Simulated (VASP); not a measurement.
# SnS2 (P-3m1) in VASP: further runs

SnS2 is run at these levels: PBE; tasks: single point.

Program: VASP 6.6.1. These are calculated values, not measurements. Logs are shortened: lines on timing, memory, paths and dates and some standing lists are left out, and cuts for length are marked.

## 1. The cell of the first run

The structure is trigonal, space group P-3m1 (No. 164). Conventional cell: a = 3.490 Å, b = 3.490 Å, c = 5.494 Å, α = 90.00°, β = 90.00°, γ = 120.00°. Sn (site symmetry -3m) has 6 S at 2.48 Å within 3.3 Å. S (site symmetry 3m) has 3 Sn at 2.48 Å and 3 S at 3.28 Å within 3.3 Å.

## 2. Single point, PBE (equal xx and yy strain of -3 %)

Contents of INCAR:

```
PREC = Accurate ; ENCUT = 500
EDIFF = 1E-6 ; ISMEAR = -1
SIGMA = 0.01 ; LREAL = F
LASPH = T ; NELM = 120
ALGO = Normal ; ISIF = 2
LWAVE = F ; LCHARG = F
GGA = PE ; NBANDS = 20
GGA_COMPAT = F
```

Contents of KPOINTS:

```
regular mesh
0
Gamma
  10 10 6
```

Contents of POSCAR:

```
SnS2
1.0
    3.4903513316      0.0000000000      0.0000000000
   -1.7451756658      3.0227329213      0.0000000000
    0.0000000000      0.0000000000      5.4940000000
Sn S
1 2
Direct
    0.0000000000      0.0000000000      0.0000000000
    0.6666666667      0.3333333333      0.2639000000
    0.3333333333      0.6666666667      0.7361000000
```

Potentials or basis: VASP PAW PBE potentials, release 64 (Sn_d, S).

Run with:

```
> cat potpaw_PBE.64/Sn_d/POTCAR potpaw_PBE.64/S/POTCAR > POTCAR
> mpirun -np 1 vasp_std > vasp.out
```

OUTCAR:

```text
PREC = Accurate
   ENCUT = 500
   EDIFF = 1E-6
   ISMEAR = -1
   LREAL = F
   LASPH = T
   NELM = 120
   ISIF = 2
   GGA = PE

 ion  position               nearest neighbor table
   1  0.000  0.000  0.000-   2 2.48   3 2.48   2 2.48   3 2.48   2 2.48   3 2.48
   2  0.667  0.333  0.264-   1 2.48   1 2.48   1 2.48
   3  0.333  0.667  0.736-   1 2.48   1 2.48   1 2.48

  LATTYP: Found a hexagonal cell.
 ALAT       =     3.4903513316
 C/A-ratio  =     1.5740535774

  Lattice vectors:

 A1 = (   3.4903513316,   0.0000000000,   0.0000000000)
 A2 = (  -1.7451756658,   3.0227329213,   0.0000000000)
 A3 = (   0.0000000000,   0.0000000000,   5.4940000000)

Analysis of symmetry for initial positions (statically):
=====================================================================
 Subroutine PRICEL returns:
 Original cell was already a primitive cell.

 Routine SETGRP: Setting up the symmetry group for a
 hexagonal supercell.

 Subroutine GETGRP returns: Found 12 space group operations
 (whereof 12 operations were pure point group operations)
 out of a pool of 24 trial point group operations.

The static configuration has the point symmetry D_3d.

Analysis of symmetry for dynamics (positions and initial velocities):
=====================================================================
 Subroutine PRICEL returns:
 Original cell was already a primitive cell.

 Routine SETGRP: Setting up the symmetry group for a
 hexagonal supercell.

 Subroutine GETGRP returns: Found 12 space group operations
 (whereof 12 operations were pure point group operations)
 out of a pool of 24 trial point group operations.

The dynamic configuration has the point symmetry D_3d.

 Subroutine INISYM returns: Found 12 space group operations
 (whereof 12 operations are pure point group operations),
 and found     1 'primitive' translations

----------------------------------------------------------------------------------------

                                     Primitive cell

  volume of cell :      57.9639

  direct lattice vectors                    reciprocal lattice vectors
     3.490351332  0.000000000  0.000000000     0.286504109  0.165413225  0.000000000
    -1.745175666  3.022732921  0.000000000     0.000000000  0.330826449  0.000000000
     0.000000000  0.000000000  5.494000000     0.000000000  0.000000000  0.182016746

  length of vectors
     3.490351332  3.490351332  5.494000000     0.330826449  0.330826449  0.182016746

  position of ions in fractional coordinates (direct lattice)
     0.000000000  0.000000000  0.000000000
     0.666666667  0.333333333  0.263900000
     0.333333333  0.666666667  0.736100000

  ion indices of the primitive-cell ions
   primitive index   ion index
                 1           1
                 2           2
                 3           3

----------------------------------------------------------------------------------------

 KPOINTS: regular mesh

Automatic generation of k-mesh.
 Grid dimensions read from file:
 generate k-points for:   10   10    6

 Generating k-lattice:

  Cartesian coordinates                     Fractional coordinates (reciprocal lattice)
     0.028650411  0.016541322  0.000000000     0.100000000 -0.000000000  0.000000000
     0.000000000  0.033082645  0.000000000     0.000000000  0.100000000  0.000000000
     0.000000000  0.000000000  0.030336124     0.000000000  0.000000000  0.166666667

  Length of vectors
     0.033082645  0.033082645  0.030336124

  Shift w.r.t. Gamma in fractional coordinates (k-lattice)
     0.000000000  0.000000000  0.000000000

 Subroutine IBZKPT returns following result:
 ===========================================

 Found     72 irreducible k-points:

 Following reciprocal coordinates:
            Coordinates               Weight
  0.000000  0.000000  0.000000      1.000000
  0.100000  0.000000  0.000000      6.000000
  0.200000  0.000000  0.000000      6.000000
  0.300000  0.000000  0.000000      6.000000
  0.400000 -0.000000  0.000000      6.000000
  0.500000  0.000000  0.000000      3.000000
[... 16 lines left out ...]
  0.000000  0.400000  0.166667      6.000000
  0.500000  0.000000  0.166667      6.000000
 [... further k-points ...]
   k-points           NKPTS =     72   k-points in BZ     NKDIM =     72   number of bands    NBANDS=     20
   number of dos      NEDOS =    301   number of ions     NIONS =      3
   total plane-waves  NPLWV =  31360
   dimension x,y,z NGX =    28 NGY =   28 NGZ =   40
   dimension x,y,z NGXF=    56 NGYF=   56 NGZF=   80
   ions per type =               1   2
   NGX,Y,Z   is equivalent  to a cutoff of  13.34, 13.34, 12.10 a.u.
   NGXF,Y,Z  is equivalent  to a cutoff of  26.67, 26.67, 24.21 a.u.
 SYSTEM =  unknown system
   PREC   = accura    normal or accurate (medium, high low for compatibility)
   ISTART =      0    job   : 0-new  1-cont  2-samecut
   ICHARG =      2    charge: 1-file 2-atom 10-const
   ISPIN  =      1    spin polarized calculation?
   LNONCOLLINEAR =      F non collinear calculations
   LSORBIT =      F    spin-orbit coupling
   LASPH  =      T    aspherical Exc in radial PAW
   ENCUT  =  500.0 eV  36.75 Ry    6.06 a.u.   6.36  6.36 10.02*2*pi/ulx,y,z
   NELM   =    120;   NELMIN=  2; NELMDL= -5     # of ELM steps
   EDIFF  = 0.1E-05   stopping-criterion for ELM
   LREAL  =      F    real-space projection
   EDIFFG = 0.1E-04   stopping-criterion for IOM
   NSW    =      0    number of steps for IOM
   IBRION =     -1    ionic relax: 0-MD 1-quasi-New 2-CG
   NFREE  =      0    steps in history (QN), initial steepest desc. (CG)
   ISIF   =      2    stress and relaxation
   ISYM   =      2    0-nonsym 1-usesym 2-fastsym
   POTIM  = 0.5000    time-step for ionic-motion
   TEBEG  =    0.0;   TEEND  =   0.0 temperature during run
   PSTRESS=    0.0 pullay stress
   NELECT =      26.0000    total number of electrons
   NUPDOWN=      -1.0000    fix difference up-down
   EMIN   =  10.00;   EMAX   =-10.00  energy-range for DOS
   EFERMI =   0.00;   METHOD = LEGACY
   ISMEAR =    -1;   SIGMA  =   0.01  broadening in eV -4-tet -1-fermi 0-gaus
   EFERMI_NEDOS =   21; number of points for ismear=-14 and -15
   IALGO  =     38    algorithm
   IMIX   =      4    mixing-type and parameters
     AMIX     =   0.40;   BMIX     =  1.00
     AMIX_MAG =   1.60;   BMIX_MAG =  1.00
  volume/ion in A,a.u.               =      19.32       130.39
  Fermi-wavevector in a.u.,A,eV,Ry     =   1.253180  2.368167 21.367404  1.570460
  Thomas-Fermi vector in A             =   2.387045
   LORBIT       =      0    0 simple, 1 ext, 2 COOP (PROOUT), +10 PAW based schemes
   GGA     = PE    functional components
   LHFCALC =     F    Hartree Fock is set to
   AEXX    =    0.0000 exact exchange contribution
   IVDW    =     0    specifies the selected vdW correction
   LEPSILON=     F    determine dielectric tensor
   LRPA    =     F    only Hartree local field effects (RPA)
 non-spin polarized calculation
  energy-cutoff  :      500.00
  volume of cell :       57.96
 maximum number of plane-waves:      1496
 NGX is ok and might be reduce to    28
   NGX = 13   NGY = 13   NGZ = 21

 number of electron      25.9999996 magnetization

 Free energy of the ion-electron system (eV)
  ---------------------------------------------------
  ext. energy  EPLUGINS =         0.00000000
  ---------------------------------------------------
  free energy    TOTEN  =       -12.66224249 eV

  energy without entropy =      -12.66224249  energy(sigma->0) =      -12.66224249

 E-fermi :   7.0808     XC(G=0): -10.4454

 val. band max:        6.8682676246   @ k =   0.1000   0.0000   0.0000
 cond. band min:       8.2506897928   @ k =   0.4000  -0.0000   0.3333
 fundamental gap:      1.3824221682
 Fermi energy:         7.0808432201

 k-point     1 :       0.0000    0.0000    0.0000
  band No.  band energies     occupation
      1     -14.3869      2.00000
      2     -14.3869      2.00000
      3     -14.3145      2.00000
      4     -14.2707      2.00000
      5     -14.2707      2.00000
      6      -8.1337      2.00000
[... 12 lines left out ...]
     19      16.4968      0.00000
     20      16.4968      0.00000

 k-point     2 :       0.1000    0.0000    0.0000
  band No.  band energies     occupation
      1     -14.3971      2.00000
      2     -14.3772      2.00000
      3     -14.3070      2.00000
      4     -14.2780      2.00000
      5     -14.2703      2.00000
      6      -8.0020      2.00000
[... 12 lines left out ...]
     19      15.9270      0.00000
     20      16.5436      0.00000

 k-point     3 :       0.2000    0.0000    0.0000
  band No.  band energies     occupation
      1     -14.4277      2.00000
      2     -14.3551      2.00000
      3     -14.3005      2.00000
      4     -14.2802      2.00000
      5     -14.2660      2.00000
      6      -7.6133      2.00000
[... 12 lines left out ...]
     19      15.3897      0.00000
     20      16.6612      0.00000

 k-point     4 :       0.3000    0.0000    0.0000
  band No.  band energies     occupation
      1     -14.4690      2.00000
      2     -14.3376      2.00000
      3     -14.3181      2.00000
      4     -14.2532      2.00000
      5     -14.2504      2.00000
      6      -6.9969      2.00000
[... 12 lines left out ...]
     19      16.0315      0.00000
     20      17.6686      0.00000

 k-point     5 :       0.4000   -0.0000    0.0000
  band No.  band energies     occupation
      1     -14.5037      2.00000
      2     -14.3321      2.00000
      3     -14.3320      2.00000
      4     -14.2304      2.00000
      5     -14.2288      2.00000
      6      -6.2510      2.00000
[... 12 lines left out ...]
     19      17.3847      0.00000
     20      18.0898      0.00000
[... 353 lines left out ...]
      6      -6.9388      2.00000
[... 12 lines left out ...]
     19      16.2606      0.00000
     20      18.1451      0.00000

 k-point    22 :       0.4000   -0.0000    0.1667
  band No.  band energies     occupation
      1     -14.5041      2.00000
      2     -14.3322      2.00000
      3     -14.3322      2.00000
      4     -14.2303      2.00000
      5     -14.2288      2.00000
      6      -6.1920      2.00000
[... 12 lines left out ...]
     19      16.8495      0.00000
     20      18.0730      0.00000

 k-point    23 :       0.0000    0.4000    0.1667
  band No.  band energies     occupation
      1     -14.5040      2.00000
      2     -14.3322      2.00000
      3     -14.3321      2.00000
      4     -14.2303      2.00000
      5     -14.2288      2.00000
      6      -6.2019      2.00000
[... 12 lines left out ...]
     19      17.4085      0.00000
     20      19.0966      0.00000

 k-point    24 :       0.5000    0.0000    0.1667
  band No.  band energies     occupation
      1     -14.5174      2.00000
      2     -14.3372      2.00000
      3     -14.3315      2.00000
      4     -14.2216      2.00000
      5     -14.2190      2.00000
      6      -5.7280      2.00000
[... 12 lines left out ...]
     19      17.3811      0.00000
     20      19.1650      0.00000

 [... further k-points ...]

------------------------ aborting loop because EDIFF is reached ----------------------------------------

  FORCE on cell =-STRESS in cart. coord.  units (eV):
  Direction    XX          YY          ZZ          XY          YZ          ZX
  --------------------------------------------------------------------------------------
  -------------------------------------------------------------------------------------
  Total        6.5504748      6.5504748      5.5751152      0.0000000      0.0000000      0.0000000
  in kB      181.0613650    181.0613650    154.1014950      0.0000000      0.0000000      0.0000000
  external PRESSURE =     172.0747417 kB  Pullay stress =       0.0000000 kB

 VOLUME and BASIS-vectors are now :
 -----------------------------------------------------------------------------
  energy-cutoff  :      500.00
  volume of cell :       57.96
      direct lattice vectors                 reciprocal lattice vectors
     3.490351332  0.000000000  0.000000000     0.286504109  0.165413225  0.000000000
    -1.745175666  3.022732921  0.000000000     0.000000000  0.330826449  0.000000000
     0.000000000  0.000000000  5.494000000     0.000000000  0.000000000  0.182016746

 POSITION                                       TOTAL-FORCE (eV/Angst)
 -----------------------------------------------------------------------------------
      0.00000      0.00000      0.00000        -0.000000      0.000000      0.000000
      1.74518      1.00758      1.44987         0.000000      0.000000      0.978673
     -0.00000      2.01516      4.04413        -0.000000      0.000000     -0.978673
 -----------------------------------------------------------------------------------
    total drift:                               -0.000000     -0.000000     -0.000000

  FREE ENERGIE OF THE ION-ELECTRON SYSTEM (eV)
  ---------------------------------------------------
  free  energy   TOTEN  =       -12.6622424924 eV

  energy  without entropy=      -12.6622424924  energy(sigma->0) =      -12.66224249
```

Run time: 72 s. Hardware: 1 thread of Intel Xeon Platinum 8488C (Sapphire Rapids), shared host; peak memory 0.21 GiB.

What came out:

```
Free energy            : -12.6622 eV
Pressure               : 17.2 GPa
Largest force          : 0.979 eV/Å
Band gap on the k mesh : 1.38 eV (least direct gap 2.25 eV)
```

Forces on the atoms (eV/Å):
```
Sn   0.000  0.000  0.000
S    0.000  0.000  0.979
S    0.000  0.000 -0.979
```

Caveat: the cell differs from its parent crystal (equal xx and yy strain of -3 %); the cell stands under pressure; spin-orbit coupling is left out, which moves the levels of the heavy elements.

(Continued in part 2 of 2.)
